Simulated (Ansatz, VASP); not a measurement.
## TeMo5: VASP beside Ansatz

File INCAR:

```
SYSTEM = TeMo5
ALGO     = Normal         ! electronic algorithm
EDIFF    = 1E-7           ! SCF threshold, eV
ENCUT    = 520            ! plane-wave cutoff, eV
GGA      = PE             ! functional
ISIF     = 2              ! what is computed and relaxed
ISMEAR   = 0              ! smearing method
LASPH    = .TRUE.         ! aspherical terms in the spheres
LCHARG   = .FALSE.        ! write CHGCAR
LREAL    = .FALSE.        ! projectors in reciprocal space
LWAVE    = .FALSE.        ! write WAVECAR
NBANDS   = 47             ! bands
NELM     = 80             ! most SCF steps
PREC     = Accurate       ! precision mode
SIGMA    = 0.1            ! smearing width, eV
```

File KPOINTS:

```
k-points
0
G
  4 4 4
  0 0 0
```

File POSCAR:

```
TeMo5
1.0
    0.0000000000      4.0237406400      4.0237406400
    4.0237406400      0.0000000000      4.0237406400
    4.0237406400      4.0237406400      0.0000000000
Te Mo
1 5
Direct
    0.2500000000      0.2500000000      0.2500000000
    0.3727328200      0.8757557300      0.8757557300
    0.8757557300      0.3727328200      0.8757557300
    0.8757557300      0.8757557300      0.3727328200
    0.8757557300      0.8757557300      0.8757557300
    0.5000000000      0.5000000000      0.5000000000
```

Input for Ansatz:

```yaml
crystal:
  lattice:
    - [0.0, 4.02374064, 4.02374064]
    - [4.02374064, 0.0, 4.02374064]
    - [4.02374064, 4.02374064, 0.0]
  atoms:
    - { symbol: Te, position: [0.25, 0.25, 0.25] }
    - { symbol: Mo, position: [0.37273282, 0.87575573, 0.87575573] }
    - { symbol: Mo, position: [0.87575573, 0.37273282, 0.87575573] }
    - { symbol: Mo, position: [0.87575573, 0.87575573, 0.37273282] }
    - { symbol: Mo, position: [0.87575573, 0.87575573, 0.87575573] }
    - { symbol: Mo, position: [0.5, 0.5, 0.5] }
basis:
  ecutwfc: 420
kpoints:
  mp_grid: { grid: [4, 4, 4] }
hamiltonian:
  xc: pbe
scf:
  occupations: { method: gaussian, width: 0.1 }
  lower_state_search: "off"
output:
  forces: true
  stress: true
  eigenvalues: true
```

Change from the starting cell: species swapped into the Be5Fe type (F-43m, No. 216).

Alike in both runs: task single point; functional PBE; k mesh 4 × 4 × 4; occupations gaussian, width 0.1 eV; no spin polarisation.

```csv
,VASP,Ansatz
version,VASP 6.6.1,Ansatz 0.2.0
potentials or method,"VASP PAW PBE potentials, release 64 (Te, Mo_sv), cutoff 520 eV","scalar-relativistic, plane waves, PAW"
valence electrons in the cell,76,86
```

```tsv
	VASP	Ansatz	Ansatz less VASP
gap on the k mesh at the Fermi level (eV)	none	none	-
pressure (GPa)	-26.0	-26.1	-0.12
rms of the force components (eV/Å)	0.054	0.052	-0.0018
```

Atom by atom the forces differ by 0.002 eV/Å (rms over components). A gap of «none» marks a metal or a gap that the smearing closes. VASP's potentials hold 76 valence electrons a cell and Ansatz's 86, so a difference there can come from the potentials and not from the codes.

Spin-orbit coupling is off throughout.
